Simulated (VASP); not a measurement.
# Sb (I4/mmm) in VASP: a series of runs, part 2 of 2

VASP 6.6.1.

### 3 Electric field gradients, PBEsol (volume scaled by 1.01)

Contents of INCAR:

```
ALGO = Normal ; EDIFF = 1E-8
ENCUT = 520 ; GGA = PS
ISIF = 2 ; ISMEAR = -1
ISYM = 0 ; LASPH = T
LCHARG = F ; LEFG = T
LREAL = F ; LWAVE = F
NBANDS = 8 ; NELM = 100
PREC = Accurate ; SIGMA = 0.03
```

Contents of KPOINTS:

```
k-points
0
Gamma
  13 13 15
```

Contents of POSCAR:

```
Sb
1.0
   -1.5100000367      1.5100000367      2.4882392632
    1.5100000367     -1.5100000367      2.4882392632
    1.5100000367      1.5100000367     -2.4882392632
Sb
1
Direct
    0.0000000000      0.0000000000      0.0000000000
```

Potentials or basis: VASP PAW PBE potentials, release 64 (Sb).

The run is started by

```console
$ cat potpaw_PBE.64/Sb/POTCAR > POTCAR
$ mpirun -np 1 vasp_std > vasp.out
```

OUTCAR:

```text
EDIFF = 1E-8
   ENCUT = 520
   GGA = PS
   ISIF = 2
   ISMEAR = -1
   ISYM = 0
   LASPH = T
   LREAL = F
   NELM = 100
   PREC = Accurate

 ion  position               nearest neighbor table
   1  0.000  0.000  0.000-

IMPORTANT INFORMATION: All symmetrisations will be switched off!
NOSYMM: (Re-)initialisation of all symmetry stuff for point group C_1.

----------------------------------------------------------------------------------------

                                     Primitive cell

  volume of cell :      22.6937

  direct lattice vectors                    reciprocal lattice vectors
    -1.510000037  1.510000037  2.488239263     0.000000000  0.331125820  0.200945306
     1.510000037 -1.510000037  2.488239263     0.331125820  0.000000000  0.200945306
     1.510000037  1.510000037 -2.488239263     0.331125820  0.331125820  0.000000000
[... 433 lines left out ...]

 VOLUME and BASIS-vectors are now :
 -----------------------------------------------------------------------------
  energy-cutoff  :      520.00
  volume of cell :       22.69
      direct lattice vectors                 reciprocal lattice vectors
    -1.510000037  1.510000037  2.488239263     0.000000000  0.331125820  0.200945306
     1.510000037 -1.510000037  2.488239263     0.331125820  0.000000000  0.200945306
     1.510000037  1.510000037 -2.488239263     0.331125820  0.331125820  0.000000000

 POSITION                                       TOTAL-FORCE (eV/Angst)
 -----------------------------------------------------------------------------------
      0.00000      0.00000      0.00000        -0.000000      0.000000     -0.000000
 -----------------------------------------------------------------------------------
    total drift:                               -0.000000      0.000000     -0.000000

  FREE ENERGIE OF THE ION-ELECTRON SYSTEM (eV)
  ---------------------------------------------------
  free  energy   TOTEN  =        -4.1736208009 eV

  energy  without entropy=       -4.1716401030  energy(sigma->0) =       -4.17263045

 Electric field gradients (V/A^2)
---------------------------------------------------------------------
 ion       V_xx      V_yy      V_zz      V_xy      V_xz      V_yz
---------------------------------------------------------------------
   1     -21.675   -21.675    43.351     4.029    -0.500    -0.500
---------------------------------------------------------------------

 Electric field gradients after diagonalization (V/A^2)
 (convention: |V_zz| > |V_xx| > |V_yy|)
----------------------------------------------------------------------
 ion       V_xx      V_yy      V_zz     asymmetry (V_yy - V_xx)/ V_zz
----------------------------------------------------------------------
   1     -25.704   -17.655    43.359       0.186
----------------------------------------------------------------------

           NMR quadrupolar parameters

 Cq : quadrupolar parameter    Cq=e*Q*V_zz/h
 eta: asymmetry parameters     (V_yy - V_xx)/ V_zz
 Q  : nuclear electric quadrupole moment in mb (millibarn)
----------------------------------------------------------------------
 ion       Cq(MHz)       eta       Q (mb)
----------------------------------------------------------------------
   1       0.105       0.186       1.000
----------------------------------------------------------------------
```

Run time: 6.1 min. Hardware: 1 thread of AMD EPYC, shared host; peak memory 0.3 GiB.

What came out:

| Property | Result |
| --- | --- |
| Free energy | -4.1736 eV |
| Pressure | 14.1 GPa |

Stress tensor (GPa, compression positive):
```
14.87  0.15 -0.08
 0.15 14.87 -0.08
-0.08 -0.08 12.52
```

Electric field gradients, principal values (V/Å²):
| atom | least | middle | greatest (by size) |
| --- | --- | --- | --- |
| 1 Sb | -17.655 | -25.704 | 43.359 |

Caveat: without QUAD_EFG the Cq values of the log hold for a quadrupole moment of 1 mb, not for the nuclei; the PAW data sets were made with another functional, which shifts forces and pressure a little; spin-orbit coupling is left out, which moves the levels of the heavy elements.

### 4 Electric field gradients, PBEsol (volume scaled by 1.04)

Contents of INCAR:

```
SYSTEM = Sb
ALGO = Normal ; EDIFF = 1E-8
ENCUT = 520 ; GGA = PS
ISIF = 2 ; ISMEAR = -1
ISYM = 0 ; LASPH = .TRUE.
LCHARG = .FALSE. ; LEFG = .TRUE.
LREAL = .FALSE. ; LWAVE = .FALSE.
NBANDS = 8 ; NELM = 100
PREC = Accurate ; SIGMA = 0.03
```

Contents of KPOINTS:

```
k-points
0
G
  13 13 15
  0 0 0
```

Contents of POSCAR:

```
Sb
1.0
   -1.5248049028      1.5248049028      2.5126353215
    1.5248049028     -1.5248049028      2.5126353215
    1.5248049028      1.5248049028     -2.5126353215
Sb
1
Direct
    0.0000000000      0.0000000000      0.0000000000
```

Potentials or basis: VASP PAW PBE potentials, release 64 (Sb).

The run is started by

```console
$ cat potpaw_PBE.64/Sb/POTCAR > POTCAR
$ mpirun -np 1 vasp_std > vasp.out
```

OUTCAR:

```text
SYSTEM = Sb
   EDIFF = 1E-8
   ENCUT = 520
   GGA = PS
   ISIF = 2
   ISMEAR = -1
   ISYM = 0
   LASPH = .TRUE.
   LREAL = .FALSE.
   NELM = 100
   PREC = Accurate

 ion  position               nearest neighbor table
   1  0.000  0.000  0.000-

IMPORTANT INFORMATION: All symmetrisations will be switched off!
NOSYMM: (Re-)initialisation of all symmetry stuff for point group C_1.

----------------------------------------------------------------------------------------

                                     Primitive cell

  volume of cell :      23.3678

  direct lattice vectors                    reciprocal lattice vectors
    -1.524804903  1.524804903  2.512635321     0.000000000  0.327910803  0.198994257
     1.524804903 -1.524804903  2.512635321     0.327910803  0.000000000  0.198994257
     1.524804903  1.524804903 -2.512635321     0.327910803  0.327910803  0.000000000

[... 433 lines left out ...]

 VOLUME and BASIS-vectors are now :
 -----------------------------------------------------------------------------
  energy-cutoff  :      520.00
  volume of cell :       23.37
      direct lattice vectors                 reciprocal lattice vectors
    -1.524804903  1.524804903  2.512635321     0.000000000  0.327910803  0.198994257
     1.524804903 -1.524804903  2.512635321     0.327910803  0.000000000  0.198994257
     1.524804903  1.524804903 -2.512635321     0.327910803  0.327910803  0.000000000

 POSITION                                       TOTAL-FORCE (eV/Angst)
 -----------------------------------------------------------------------------------
      0.00000      0.00000      0.00000         0.000000     -0.000000     -0.000000
 -----------------------------------------------------------------------------------
    total drift:                                0.000000     -0.000000     -0.000000

  FREE ENERGIE OF THE ION-ELECTRON SYSTEM (eV)
  ---------------------------------------------------
  free  energy   TOTEN  =        -4.2252876224 eV

  energy  without entropy=       -4.2232703358  energy(sigma->0) =       -4.22427898

 Electric field gradients (V/A^2)
---------------------------------------------------------------------
 ion       V_xx      V_yy      V_zz      V_xy      V_xz      V_yz
---------------------------------------------------------------------
   1     -23.144   -23.144    46.288     3.570    -0.947    -0.947
---------------------------------------------------------------------

 Electric field gradients after diagonalization (V/A^2)
 (convention: |V_zz| > |V_xx| > |V_yy|)
----------------------------------------------------------------------
 ion       V_xx      V_yy      V_zz     asymmetry (V_yy - V_xx)/ V_zz
----------------------------------------------------------------------
   1     -26.714   -19.601    46.315       0.154
----------------------------------------------------------------------

           NMR quadrupolar parameters

 Cq : quadrupolar parameter    Cq=e*Q*V_zz/h
 eta: asymmetry parameters     (V_yy - V_xx)/ V_zz
 Q  : nuclear electric quadrupole moment in mb (millibarn)
----------------------------------------------------------------------
 ion       Cq(MHz)       eta       Q (mb)
----------------------------------------------------------------------
   1       0.112       0.154       1.000
----------------------------------------------------------------------
```

Run time: 8.5 min. Hardware: 1 thread of AMD EPYC, shared host; peak memory 0.33 GiB.

Results:

* Free energy: -4.2253 eV
* Pressure: 10.6 GPa

Levels at points of the mesh, in eV from the Fermi level:
| k point | band 1 | band 2 | band 3 | band 4 | band 5 | band 6 | band 7 |
| --- | --- | --- | --- | --- | --- | --- | --- |
| (0.00, 0.00, 0.00) | -14.16 | 6.14 | 6.45 | 6.45 | 10.02 | 10.48 | 11.04 |

Electric field gradients, principal values (V/Å²):
```
atom    least   middle  greatest (by size)
1 Sb  -19.601  -26.714              46.315
```

Caveat: without QUAD_EFG the Cq values of the log hold for a quadrupole moment of 1 mb, not for the nuclei; the PAW data sets were made with another functional, which shifts forces and pressure a little; spin-orbit coupling is left out, which moves the levels of the heavy elements.
